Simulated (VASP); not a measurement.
# SnSe (Pm-3m) in VASP: notebook

The runs below take SnSe through single point, relaxation of cell and atoms, with PBE.

Program: VASP 6.6.1. These are calculated values, not measurements. Logs are shortened: lines on timing, memory, paths and dates and some standing lists are left out, and cuts for length are marked.

### 1 The cell of the first run

Symmetry: Pm-3m, No. 221, cubic system. Conventional cell: a = 3.182 Å, b = 3.182 Å, c = 3.182 Å, α = 90.00°, β = 90.00°, γ = 90.00°. Sn (site symmetry m-3m) has 8 Se at 2.76 Å and 6 Sn at 3.18 Å within 3.6 Å. Within 3.6 Å of Se (site symmetry m-3m) lie 8 Sn at 2.76 Å and 6 Se at 3.18 Å.

### 2 Single point, PBE

File INCAR:

```
PREC     = Accurate       # precision mode
ENCUT    = 520            # plane-wave cutoff, eV
EDIFF    = 1E-6           # SCF threshold, eV
ISMEAR   = 0              # smearing method
SIGMA    = 0.1            # smearing width, eV
LREAL    = False          # projectors in reciprocal space
LASPH    = True           # aspherical terms in the spheres
NELM     = 80             # most SCF steps
ALGO     = Normal         # electronic algorithm
ISIF     = 2              # what is computed and relaxed
LWAVE    = False          # write WAVECAR
LCHARG   = False          # write CHGCAR
GGA      = PE             # functional
NBANDS   = 17             # bands
```

File KPOINTS:

```
regular mesh
0
Gamma
  6 6 6
```

File POSCAR:

```
SnSe
1.0
    3.1821000000      0.0000000000      0.0000000000
    0.0000000000      3.1821000000      0.0000000000
    0.0000000000      0.0000000000      3.1821000000
Sn Se
1 1
Direct
    0.5000000000      0.5000000000      0.5000000000
    0.0000000000      0.0000000000      0.0000000000
```

Potentials or basis: VASP PAW PBE potentials, release 64 (Sn_d, Se).

Run with:

```sh
> cat potpaw_PBE.64/Sn_d/POTCAR potpaw_PBE.64/Se/POTCAR > POTCAR
> mpirun -np 1 vasp_std > vasp.out
```

OUTCAR:

```text
PREC = Accurate
   ENCUT = 520
   EDIFF = 1E-6
   ISMEAR = 0
   LREAL = False
   LASPH = True
   NELM = 80
   ISIF = 2
   GGA = PE

 ion  position               nearest neighbor table
   1  0.500  0.500  0.500-   2 2.76   2 2.76   2 2.76   2 2.76   2 2.76   2 2.76   2 2.76   2 2.76

   2  0.000  0.000  0.000-   1 2.76   1 2.76   1 2.76   1 2.76   1 2.76   1 2.76   1 2.76   1 2.76

  LATTYP: Found a simple cubic cell.
 ALAT       =     3.1821000000

  Lattice vectors:

 A1 = (   3.1821000000,   0.0000000000,   0.0000000000)
 A2 = (   0.0000000000,   3.1821000000,   0.0000000000)
 A3 = (   0.0000000000,   0.0000000000,   3.1821000000)

Analysis of symmetry for initial positions (statically):
=====================================================================
 Subroutine PRICEL returns:
 Original cell was already a primitive cell.

 Routine SETGRP: Setting up the symmetry group for a
 simple cubic supercell.

 Subroutine GETGRP returns: Found 48 space group operations
 (whereof 48 operations were pure point group operations)
 out of a pool of 48 trial point group operations.

The static configuration has the point symmetry O_h .

Analysis of symmetry for dynamics (positions and initial velocities):
=====================================================================
 Subroutine PRICEL returns:
 Original cell was already a primitive cell.

 Routine SETGRP: Setting up the symmetry group for a
 simple cubic supercell.

 Subroutine GETGRP returns: Found 48 space group operations
 (whereof 48 operations were pure point group operations)
 out of a pool of 48 trial point group operations.

The dynamic configuration has the point symmetry O_h .

 Subroutine INISYM returns: Found 48 space group operations
 (whereof 48 operations are pure point group operations),
 and found     1 'primitive' translations

----------------------------------------------------------------------------------------

                                     Primitive cell

  volume of cell :      32.2212

  direct lattice vectors                    reciprocal lattice vectors
     3.182100000  0.000000000  0.000000000     0.314257880  0.000000000  0.000000000
     0.000000000  3.182100000  0.000000000     0.000000000  0.314257880  0.000000000
     0.000000000  0.000000000  3.182100000     0.000000000  0.000000000  0.314257880

  length of vectors
     3.182100000  3.182100000  3.182100000     0.314257880  0.314257880  0.314257880

  position of ions in fractional coordinates (direct lattice)
     0.500000000  0.500000000  0.500000000
     0.000000000  0.000000000  0.000000000

  ion indices of the primitive-cell ions
   primitive index   ion index
                 1           1
                 2           2

----------------------------------------------------------------------------------------

 KPOINTS: regular mesh

Automatic generation of k-mesh.
 Grid dimensions read from file:
 generate k-points for:    6    6    6

 Generating k-lattice:

  Cartesian coordinates                     Fractional coordinates (reciprocal lattice)
     0.052376313  0.000000000  0.000000000     0.166666667  0.000000000  0.000000000
     0.000000000  0.052376313  0.000000000     0.000000000  0.166666667  0.000000000
     0.000000000  0.000000000  0.052376313     0.000000000  0.000000000  0.166666667

  Length of vectors
     0.052376313  0.052376313  0.052376313

  Shift w.r.t. Gamma in fractional coordinates (k-lattice)
     0.000000000  0.000000000  0.000000000

 Subroutine IBZKPT returns following result:
 ===========================================

 Found     20 irreducible k-points:

 Following reciprocal coordinates:
            Coordinates               Weight
  0.000000  0.000000  0.000000      1.000000
  0.166667  0.000000  0.000000      6.000000
  0.333333  0.000000  0.000000      6.000000
  0.500000  0.000000  0.000000      3.000000
  0.166667  0.166667  0.000000     12.000000
  0.333333  0.166667  0.000000     24.000000
[... 12 lines left out ...]
  0.500000  0.500000  0.333333      6.000000
  0.500000  0.500000  0.500000      1.000000
   k-points           NKPTS =     20   k-points in BZ     NKDIM =     20   number of bands    NBANDS=     17
   number of dos      NEDOS =    301   number of ions     NIONS =      2
   total plane-waves  NPLWV =  13824
   dimension x,y,z NGX =    24 NGY =   24 NGZ =   24
   dimension x,y,z NGXF=    48 NGYF=   48 NGZF=   48
   ions per type =               1   1
   NGX,Y,Z   is equivalent  to a cutoff of  12.54, 12.54, 12.54 a.u.
   NGXF,Y,Z  is equivalent  to a cutoff of  25.08, 25.08, 25.08 a.u.
 SYSTEM =  unknown system
   PREC   = accura    normal or accurate (medium, high low for compatibility)
   ISTART =      0    job   : 0-new  1-cont  2-samecut
   ICHARG =      2    charge: 1-file 2-atom 10-const
   ISPIN  =      1    spin polarized calculation?
   LNONCOLLINEAR =      F non collinear calculations
   LSORBIT =      F    spin-orbit coupling
   LASPH  =      T    aspherical Exc in radial PAW
   ENCUT  =  520.0 eV  38.22 Ry    6.18 a.u.   5.92  5.92  5.92*2*pi/ulx,y,z
   NELM   =     80;   NELMIN=  2; NELMDL= -5     # of ELM steps
   EDIFF  = 0.1E-05   stopping-criterion for ELM
   LREAL  =      F    real-space projection
   EDIFFG = 0.1E-04   stopping-criterion for IOM
   NSW    =      0    number of steps for IOM
   IBRION =     -1    ionic relax: 0-MD 1-quasi-New 2-CG
   NFREE  =      0    steps in history (QN), initial steepest desc. (CG)
   ISIF   =      2    stress and relaxation
   ISYM   =      2    0-nonsym 1-usesym 2-fastsym
   POTIM  = 0.5000    time-step for ionic-motion
   TEBEG  =    0.0;   TEEND  =   0.0 temperature during run
   PSTRESS=    0.0 pullay stress
   NELECT =      20.0000    total number of electrons
   NUPDOWN=      -1.0000    fix difference up-down
   EMIN   =  10.00;   EMAX   =-10.00  energy-range for DOS
   EFERMI =   0.00;   METHOD = LEGACY
   ISMEAR =     0;   SIGMA  =   0.10  broadening in eV -4-tet -1-fermi 0-gaus
   EFERMI_NEDOS =   21; number of points for ismear=-14 and -15
   IALGO  =     38    algorithm
   IMIX   =      4    mixing-type and parameters
     AMIX     =   0.40;   BMIX     =  1.00
     AMIX_MAG =   1.60;   BMIX_MAG =  1.00
  volume/ion in A,a.u.               =      16.11       108.72
  Fermi-wavevector in a.u.,A,eV,Ry     =   1.396489  2.638982 26.533849  1.950183
  Thomas-Fermi vector in A             =   2.519839
   LORBIT       =      0    0 simple, 1 ext, 2 COOP (PROOUT), +10 PAW based schemes
   GGA     = PE    functional components
   LHFCALC =     F    Hartree Fock is set to
   AEXX    =    0.0000 exact exchange contribution
   IVDW    =     0    specifies the selected vdW correction
   LEPSILON=     F    determine dielectric tensor
   LRPA    =     F    only Hartree local field effects (RPA)
 non-spin polarized calculation
 Gauss-broadening in eV      SIGMA  =   0.10
  energy-cutoff  :      520.00
  volume of cell :       32.22
 maximum number of plane-waves:       912
 NGX is ok and might be reduce to    24
   NGX = 11   NGY = 11   NGZ = 11

 number of electron      20.0000009 magnetization

 Free energy of the ion-electron system (eV)
  ---------------------------------------------------
  ext. energy  EPLUGINS =         0.00000000
  ---------------------------------------------------
  free energy    TOTEN  =        -5.54088154 eV

  energy without entropy =       -5.53474932  energy(sigma->0) =       -5.53781543

 E-fermi :  12.8378     XC(G=0): -12.3527

 val. band max:       12.5190756282   @ k =   0.5000   0.5000   0.3333
 cond. band min:      12.8527021587   @ k =   0.3333   0.1667   0.1667
 fundamental gap:      0.3336265306
 Fermi energy:        12.8378218982

 k-point     1 :       0.0000    0.0000    0.0000
  band No.  band energies     occupation
      1      -9.6128      2.00000
      2      -9.6128      2.00000
      3      -9.3213      2.00000
      4      -9.3213      2.00000
      5      -9.3213      2.00000
      6      -5.2636      2.00000
[... 9 lines left out ...]
     16      26.9751      0.00000
     17      26.9752      0.00000

 k-point     2 :       0.1667    0.0000    0.0000
  band No.  band energies     occupation
      1      -9.6078      2.00000
      2      -9.5532      2.00000
      3      -9.3478      2.00000
      4      -9.3478      2.00000
      5      -9.3190      2.00000
      6      -4.8950      2.00000
[... 9 lines left out ...]
     16      24.6622      0.00000
     17      26.3963      0.00000

 k-point     3 :       0.3333    0.0000    0.0000
  band No.  band energies     occupation
      1      -9.5979      2.00000
      2      -9.4350      2.00000
      3      -9.4002      2.00000
      4      -9.4002      2.00000
      5      -9.3146      2.00000
      6      -3.8849      2.00000
[... 9 lines left out ...]
     16      23.8155      0.00000
     17      27.0755      0.00000

 k-point     4 :       0.5000    0.0000    0.0000
  band No.  band energies     occupation
      1      -9.5929      2.00000
      2      -9.4261      2.00000
      3      -9.4261      2.00000
      4      -9.3764      2.00000
      5      -9.3124      2.00000
      6      -3.0379      2.00000
[... 9 lines left out ...]
     16      27.1128      0.00000
     17      29.7128      0.00000
[... 263 lines left out ...]
      1      -9.5563      2.00000
      2      -9.5243      2.00000
      3      -9.4856      2.00000
      4      -9.3012      2.00000
      5      -9.2350      2.00000
      6      -0.7597      2.00000
[... 9 lines left out ...]
     16      28.6878      0.00000
     17      29.9562      0.00000

 k-point    19 :       0.5000    0.5000    0.3333
  band No.  band energies     occupation
      1      -9.5827      2.00000
      2      -9.5198      2.00000
      3      -9.5198      2.00000
      4      -9.2669      2.00000
      5      -9.1971      2.00000
      6      -0.3541      2.00000
[... 9 lines left out ...]
     16      29.7396      0.00000
     17      32.4979      0.00000

 k-point    20 :       0.5000    0.5000    0.5000
  band No.  band energies     occupation
      1      -9.5582      2.00000
      2      -9.5582      2.00000
      3      -9.5582      2.00000
      4      -9.1958      2.00000
      5      -9.1958      2.00000
      6      -0.1041      2.00000
[... 9 lines left out ...]
     16      32.1496      0.00000
     17      33.7108      0.00000

------------------------ aborting loop because EDIFF is reached ----------------------------------------

  FORCE on cell =-STRESS in cart. coord.  units (eV):
  Direction    XX          YY          ZZ          XY          YZ          ZX
  --------------------------------------------------------------------------------------
  -------------------------------------------------------------------------------------
  Total       11.8438650     11.8438650     11.8438650      0.0000000      0.0000000      0.0000000
  in kB      588.9284825    588.9284825    588.9284825      0.0000000      0.0000000      0.0000000
  external PRESSURE =     588.9284825 kB  Pullay stress =       0.0000000 kB

 VOLUME and BASIS-vectors are now :
 -----------------------------------------------------------------------------
  energy-cutoff  :      520.00
  volume of cell :       32.22
      direct lattice vectors                 reciprocal lattice vectors
     3.182100000  0.000000000  0.000000000     0.314257880  0.000000000  0.000000000
     0.000000000  3.182100000  0.000000000     0.000000000  0.314257880  0.000000000
     0.000000000  0.000000000  3.182100000     0.000000000  0.000000000  0.314257880

 POSITION                                       TOTAL-FORCE (eV/Angst)
 -----------------------------------------------------------------------------------
      1.59105      1.59105      1.59105         0.000000      0.000000      0.000000
      0.00000      0.00000      0.00000         0.000000      0.000000      0.000000
 -----------------------------------------------------------------------------------
    total drift:                                0.000000      0.000000     -0.000000

  FREE ENERGIE OF THE ION-ELECTRON SYSTEM (eV)
  ---------------------------------------------------
  free  energy   TOTEN  =        -5.5408815389 eV

  energy  without entropy=       -5.5347493203  energy(sigma->0) =       -5.53781543
```

Run time: 7.7 s. Hardware: 1 thread of Intel Xeon Platinum 8175M at 2.50GHz (Skylake/Cascade Lake), shared host; peak memory 0.14 GiB.

Results:

| Property | Result |
| --- | --- |
| Free energy | -5.5409 eV |
| Pressure | 58.9 GPa |
| Band gap on the k mesh | zero (band 10 reaches 14.15 eV, above the bottom of band 11 at 9.53 eV) |

Caveat: spin-orbit coupling is left out, which moves the levels of the heavy elements.

### 3 Single point, PBE

This run uses another cell than the first one, of 24.91 Å³/atom, 1.546 times its volume.

File INCAR:

```
SYSTEM = SnSe
PREC     = Accurate       ! precision mode
ENCUT    = 520            ! plane-wave cutoff, eV
EDIFF    = 1E-6           ! SCF threshold, eV
ISMEAR   = 0              ! smearing method
SIGMA    = 0.1            ! smearing width, eV
LREAL    = .FALSE.        ! projectors in reciprocal space
LASPH    = .TRUE.         ! aspherical terms in the spheres
NELM     = 60             ! most SCF steps
ALGO     = Normal         ! electronic algorithm
ISIF     = 2              ! what is computed and relaxed
LWAVE    = .FALSE.        ! write WAVECAR
LCHARG   = .FALSE.        ! write CHGCAR
GGA      = PE             ! functional
NBANDS   = 17             ! bands
```

File KPOINTS:

```
Automatic mesh
0
G
  6 6 6
  0 0 0
```

File POSCAR:

```
SnSe
1.0
    3.6796257280      0.0000000000      0.0000000000
    0.0000000000      3.6796257280      0.0000000000
    0.0000000000      0.0000000000      3.6796257280
Sn Se
1 1
Direct
    0.5000000000      0.5000000000      0.5000000000
    0.0000000000      0.0000000000      0.0000000000
```

Potentials or basis: VASP PAW PBE potentials, release 64 (Sn_d, Se).

Run with:

```sh
> cat potpaw_PBE.64/Sn_d/POTCAR potpaw_PBE.64/Se/POTCAR > POTCAR
> mpirun -np 1 vasp_std > vasp.out
```

Run time: 16 s. Hardware: 1 thread of Intel Xeon Platinum 8175M at 2.50GHz (Skylake/Cascade Lake), shared host; peak memory 0.16 GiB.

Results (log left out):

```yaml
Free_energy: -7.7112 eV
Pressure: 0.1 GPa
Band_gap_on_the_k_mesh: zero (band 10 reaches 6.53 eV, above the bottom of band 11 at 5.14 eV)
```

Levels at points of the mesh, in eV from the Fermi level:
| k point | band 8 | band 9 | band 10 | band 11 | band 12 | band 13 |
| --- | --- | --- | --- | --- | --- | --- |
| (0.00, 0.00, 0.00) | -1.78 | -1.78 | -1.78 | 4.48 | 4.48 | 6.10 |
| (0.50, 0.00, 0.00) | -0.51 | -0.51 | -0.02 | 0.48 | 3.17 | 3.17 |
| (0.50, 0.50, 0.00) | -4.88 | -4.88 | -0.09 | 4.16 | 4.16 | 4.79 |
| (0.50, 0.50, 0.50) | -2.89 | -2.89 | -2.89 | -0.99 | -0.99 | -0.99 |

Caveat: spin-orbit coupling is left out, which moves the levels of the heavy elements.

### 4 Relaxation of cell and atoms, PBE

File INCAR:

```
PREC = Accurate ; ENCUT = 600
EDIFF = 1E-7 ; ISMEAR = 0
SIGMA = 0.1 ; LREAL = False
LASPH = True ; NELM = 80
ALGO = Normal ; ISIF = 3
LWAVE = False ; LCHARG = False
GGA = PE ; IBRION = 2
NSW = 100 ; EDIFFG = -0.05
```

File KPOINTS:

```
regular mesh
0
Gamma
  6 6 6
```

File POSCAR:

```
SnSe
1.0
    3.1821000000      0.0000000000      0.0000000000
    0.0000000000      3.1821000000      0.0000000000
    0.0000000000      0.0000000000      3.1821000000
Sn Se
1 1
Direct
    0.5000000000      0.5000000000      0.5000000000
    0.0000000000      0.0000000000      0.0000000000
```

Run with:

```sh
> cat potpaw_PBE.64/Sn_d/POTCAR potpaw_PBE.64/Se/POTCAR > POTCAR
> mpirun -np 1 vasp_std > vasp.out
```

Run time: 59 s. Hardware: 1 thread of Intel Xeon Platinum 8175M at 2.50GHz (Skylake/Cascade Lake), shared host; peak memory 0.16 GiB.

It converged, with:

* Free energy: -7.7075 eV
* Relaxed volume: 25.08 Å³/atom
* Relaxed cell: a = 3.688 Å, b = 3.688 Å, c = 3.688 Å, α = 90.00°, β = 90.00°, γ = 90.00°
* Space group after relaxing (to 0.05 Å): Pm-3m (No. 221)
* Energy gained by relaxing: 1083.2 meV/atom
* Ionic steps: 4
* Pressure after relaxing: -0.2 GPa
* Band gap on the k mesh: zero (band 10 reaches 6.44 eV, above the bottom of band 11 at 5.08 eV)

Step by step:
```csv
step,energy change (eV),largest force (eV/Å),pressure (GPa),volume (Å³)
1,0.0000,0.0000,58.92,32.22
2,-1.5428,0.0000,-8.18,68.50
3,-2.1662,0.0000,0.38,49.61
4,-2.1664,0.0000,-0.24,50.17
```

Final structure:
```
Sn Se
1.0
     3.68811    0.00000    0.00000
     0.00000    3.68811    0.00000
     0.00000    0.00000    3.68811
Sn Se
1 1
Direct
  0.50000 0.50000 0.50000
  0.00000 0.00000 0.00000
```

Levels at points of the mesh, in eV from the Fermi level:
```csv
k point,band 7,band 8,band 9,band 10,band 11,band 12,band 13,band 14
"(0.00, 0.00, 0.00)",-5.69,-1.75,-1.75,-1.75,4.50,6.06,6.06,6.06
"(0.50, 0.00, 0.00)",-8.21,-0.49,-0.49,-0.02,0.46,3.17,3.17,6.50
"(0.50, 0.50, 0.00)",-5.99,-4.83,-4.83,-0.08,4.14,4.14,4.77,6.54
"(0.50, 0.50, 0.50)",-4.45,-2.86,-2.86,-2.86,-0.96,-0.96,-0.96,13.94
```

Caveat: the volume moved by over 15 % at a fixed basis, so the end points are rough; spin-orbit coupling is left out, which moves the levels of the heavy elements.

### 5 Overview

| task | cell | cutoff (eV) | gap on the mesh (eV) | pressure (GPa) |
| --- | --- | --- | --- | --- |
| single point | a = 3.182 Å, 2 atoms | 520 | none | 58.9 |
| single point | a = 3.680 Å, 2 atoms | 520 | none | 0.1 |
| relaxation of cell and atoms | relaxed from a = 3.182 Å, 2 atoms | 600 | none | -0.2 |

Alike in all rows: level PBE; potentials or basis VASP PAW PBE potentials, release 64 (Sn_d, Se); no spin polarisation; k mesh 6 × 6 × 6; smearing gaussian 0.1 eV.

Caveats: spin-orbit coupling is left out, which moves the levels of the heavy elements; the volume moved by over 15 % at a fixed basis, so the end points are rough (some runs).

Absolute energies hang on the potentials; compare differences alone.
